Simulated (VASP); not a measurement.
A run of VASP 6.6.1 is set up as follows.

The input INCAR:

```
PREC = Accurate ; ENCUT = 520
EDIFF = 1E-7 ; ISMEAR = 0
SIGMA = 0.15 ; LREAL = False
LASPH = True ; NELM = 150
ALGO = Normal ; ISIF = 2
LWAVE = False ; LCHARG = False
ISPIN = 2 ; MAGMOM = 2.64 0.33
LORBIT = 11 ; LMAXMIX = 4
GGA = PS ; NBANDS = 18
```

The input KPOINTS:

```
Automatic mesh
0
Gamma
  18 18 18
```

The input POSCAR:

```
CoO
1.0
    1.5054695445      0.8691832468      2.6351210587
   -1.5054695445      0.8691832468      2.6351210587
    0.0000000000     -1.7383664936      2.6351210587
Co O
1 1
Direct
    0.0000000000      0.0000000000      0.0000000000
    0.5000000000      0.5000000000      0.5000000000
```

Potentials or basis: VASP PAW PBE potentials, release 64 (Co, O).

The run is started by

```sh
$ cat potpaw_PBE.64/Co/POTCAR potpaw_PBE.64/O/POTCAR > POTCAR
$ mpirun -np 1 vasp_std > vasp.out
```

(1) Estimate the site moments.

(2) Predict the band gap on the k mesh.

Results:

(1) Co +2.60; O +0.33 μB.

(2) zero (filled and empty bands overlap).

Caveat: the cell differs from its parent crystal (strain +0.000 along x and y, +0.080 along z); a cell with one magnetic atom can't hold antiferromagnetic order, which such compounds often take; semilocal functionals often make such compounds metallic where correlation or magnetic order opens a gap, which also shifts bond lengths.
